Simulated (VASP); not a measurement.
A run of VASP 6.6.1:

INCAR

```
  PREC = Accurate
  ENCUT = 520
  EDIFF = 1E-6
  ISMEAR = -1
  SIGMA = 0.05
  LREAL = F
  LASPH = T
  NELM = 100
  ALGO = Normal
  ISIF = 2
  LWAVE = F
  LCHARG = T
  LELF = T
  LVHAR = T
  NBANDS = 8
```

File KPOINTS:

```
Automatic mesh
0
Gamma
  18 18 18
```

POSCAR

```
Al
1.0
    0.0000000000      1.7164631211      1.7164631211
    1.7164631211      0.0000000000      1.7164631211
    1.7164631211      1.7164631211      0.0000000000
Al
1
Direct
    0.0000000000      0.0000000000      0.0000000000
```

Potentials or basis: VASP PAW LDA potentials, release 64 (Al).

Run with:

```bash
$ cat potpaw_LDA.64/Al/POTCAR > POTCAR
$ mpirun -np 1 vasp_std > vasp.out
```

Hardware: 1 thread of Intel Xeon 8259CL, with other jobs on the host.

**Question.** Estimate the wall time of this run.

**Answer.** Run time: 18 s on 1 thread of Intel Xeon 8259CL, with other jobs on the host, peak memory 0.09 GiB. Counts: scf iterations 9, k points 195.
